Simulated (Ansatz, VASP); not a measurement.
# Two plane-wave programs on AlN

The input INCAR:

```
PREC     = Accurate       # precision mode
ENCUT    = 600            # plane-wave cutoff, eV
EDIFF    = 1E-6           # SCF threshold, eV
ISMEAR   = 0              # smearing method
SIGMA    = 0.05           # smearing width, eV
LREAL    = False          # projectors in reciprocal space
LASPH    = True           # aspherical terms in the spheres
NELM     = 120            # most SCF steps
ALGO     = Normal         # electronic algorithm
ISIF     = 2              # what is computed and relaxed
LWAVE    = False          # write WAVECAR
LCHARG   = True           # write CHGCAR
GGA      = PS             # functional
LELF     = True           # ELF
LVHAR    = True         
NBANDS   = 16             # bands
GGA_COMPAT= False
```

KPOINTS

```
regular mesh
0
Gamma
  12 12 6
```

The input POSCAR:

```
AlN
1.0
    3.1110021516      0.0000000000      0.0000000000
   -1.5555010758      2.6942068945      0.0000000000
    0.0000000000      0.0000000000      4.9780000000
Al N
2 2
Direct
    0.3333333333      0.6666666667      0.0000000000
    0.6666666667      0.3333333333      0.5000000000
    0.0847944243      0.5553166435      0.3850000000
    0.6666666667      0.3333333333      0.8850000000
```

Input for Ansatz:

```yaml
crystal:
  lattice:
    - [3.1110021516, 0.0, 0.0]
    - [-1.5555010758, 2.6942068945, 0.0]
    - [0.0, 0.0, 4.978]
  atoms:
    - { symbol: Al, position: [0.3333333333, 0.6666666667, 0.0] }
    - { symbol: Al, position: [0.6666666667, 0.3333333333, 0.5] }
    - { symbol: "N", position: [0.0847944243, 0.5553166435, 0.385] }
    - { symbol: "N", position: [0.6666666667, 0.3333333333, 0.885] }
basis:
  ecutwfc: 420
kpoints:
  mp_grid: { grid: [12, 12, 6] }
hamiltonian:
  xc: pbesol
scf:
  occupations: { method: gaussian, width: 0.05 }
output:
  forces: true
  stress: true
  eigenvalues: true
  write_density: true
  write_potential: true
  elf: true
  volumetric_format: npy
```

Alike in both runs: task single point; functional PBEsol; k mesh 12 × 12 × 6; occupations gaussian, width 0.05 eV; no spin polarisation.

```csv
,VASP,Ansatz
version,VASP 6.6.1,Ansatz 0.2.0
potentials or method,"VASP PAW PBE potentials, release 64 (Al, N), cutoff 600 eV","scalar-relativistic, plane waves, PAW"
valence electrons in the cell,16,16
```

```csv
,VASP,Ansatz,Ansatz less VASP
gap on the k mesh at the Fermi level (eV),3.49,3.51,+0.022
least direct gap on the mesh (eV),3.49,3.51,+0.022
rms of the force components (eV/Å),18.810,19.561,+0.7510
```

VASP's potentials were made for PBE, not for PBEsol. Atom by atom the forces differ by 0.752 eV/Å (rms over components). With one functional, cell and mesh, what is left measures potentials, basis and numerics.
